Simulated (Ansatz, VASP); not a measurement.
# Two plane-wave programs on Mg2Si

Contents of POSCAR:

```
Mg2Si
1.0
    0.0000000000      3.1689631855      3.2006528173
    3.1689631855      0.0000000000      3.2006528173
    3.1689631855      3.1689631855      0.0000000000
Si Mg
1 2
Direct
    0.0000000000      0.0000000000      0.0000000000
    0.2500000000      0.2500000000      0.2500000000
    0.7500000000      0.7500000000      0.7500000000
```

Contents of INCAR.step1:

```
PREC = Accurate
ENCUT = 520
EDIFF = 1E-5
ISMEAR = 0
SIGMA = 0.01
LREAL = F
LASPH = T
NELM = 120
ALGO = Normal
ISIF = 2
LWAVE = T
LCHARG = F
NBANDS = 11
GGA = PE
GGA_COMPAT = F
```

File INCAR.step2:

```
PREC = Accurate
ENCUT = 520
EDIFF = 1E-6
ISMEAR = 0
SIGMA = 0.01
LREAL = F
LASPH = T
NELM = 120
ALGO = Normal
ISIF = 2
LWAVE = F
LCHARG = F
GGA = PE
LHFCALC = T
HFSCREEN = 0.2079
PRECFOCK = Normal
NBANDS = 11
ISTART = 1
GGA_COMPAT = F
```

KPOINTS

```
regular mesh
0
Gamma
  6 6 6
```

Input for Ansatz:

```yaml
crystal:
  lattice:
    - [0.0, 3.1689631855, 3.2006528173]
    - [3.1689631855, 0.0, 3.2006528173]
    - [3.1689631855, 3.1689631855, 0.0]
  atoms:
    - { symbol: Si, position: [0.0, 0.0, 0.0] }
    - { symbol: Mg, position: [0.25, 0.25, 0.25] }
    - { symbol: Mg, position: [0.75, 0.75, 0.75] }
kpoints:
  mp_grid: { grid: [6, 6, 6] }
  band_path:
    path:
      - [0.0, 0.0, 0.0]
      - [0.5, 0.0, 0.5]
      - [0.625, 0.25, 0.625]
      - [0.375, 0.375, 0.75]
      - [0.5, 0.5, 0.5]
      - [0.5, 0.25, 0.75]
      - [0.0, 0.5, 0.5]
    npoints: 1
hamiltonian:
  xc: hse06
scf:
  occupations: { method: fixed }
  n_extra_bands: 4
output:
  forces: true
  stress: true
  eigenvalues: true
  write_density: true
  write_potential: true
  elf: true
  volumetric_format: npy
```

Change from the starting cell: uniaxial_z strain +1.0%.

Alike in both runs: task single point; functional HSE06; k mesh 6 × 6 × 6; no spin polarisation.

|  | VASP | Ansatz |
| --- | --- | --- |
| version | VASP 6.6.1 | Ansatz 0.2.0 |
| potentials or method | VASP PAW PBE potentials, release 64 (Si, Mg) | plane waves, PAW |
| plane-wave cutoff (eV) | 520 | 420 |
| occupations | gaussian, width 0.01 eV | fixed |
| valence electrons in the cell | 8 | 24 |

Ansatz gave:

- gap on the k mesh at the Fermi level (eV): 0.54
- pressure (GPa): -0.6
- traceless stress, the component that is largest in VASP (GPa): -0.67

Q: Which values does VASP return?

A: gap on the k mesh at the Fermi level (eV): 0.54; pressure (GPa): -0.8; traceless stress, the component that is largest in VASP (GPa): -0.67.

VASP's potentials hold 8 valence electrons a cell and Ansatz's 24, so a difference there can come from the potentials and not from the codes. Ansatz's warnings: stress exchange threshold loose, stress scf threshold loose.
